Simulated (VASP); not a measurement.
A run of VASP 6.6.1:

Contents of INCAR:

```
SYSTEM = Bi
  ALGO = Fast
  EDIFF = 1E-6
  ENCUT = 520
  GGA = PS
  ISIF = 2
  ISMEAR = 0
  IVDW = 12
  LASPH = .TRUE.
  LCHARG = .FALSE.
  LREAL = .FALSE.
  LWAVE = .FALSE.
  NBANDS = 14
  NELM = 80
  PREC = Accurate
  SIGMA = 0.15
```

The input KPOINTS:

```
k-points
0
G
  16 16 16
  0 0 0
```

POSCAR

```
Bi
1.0
   -1.7314816151      2.1162553073      1.9238684612
    1.7314816151     -2.1162553073      1.9238684612
    1.7314816151      2.1162553073     -1.9238684612
Bi
1
Direct
    0.0000000000      0.0000000000      0.0000000000
```

Potentials or basis: VASP PAW PBE potentials, release 64 (Bi_d).

Run with:

```sh
$ cat potpaw_PBE.64/Bi_d/POTCAR > POTCAR
$ mpirun -np 1 vasp_std > vasp.out
```

Hardware: 1 thread of AMD EPYC 9R45 96-Core Processor (Zen 5), with other jobs on the host.

**Question.** How long does it take, and how much memory?

**Answer.** Run time: 2.4 min on 1 thread of AMD EPYC 9R45 96-Core Processor (Zen 5), on a shared host, peak memory 0.31 GiB. Counts: scf iterations 12, k points 621.
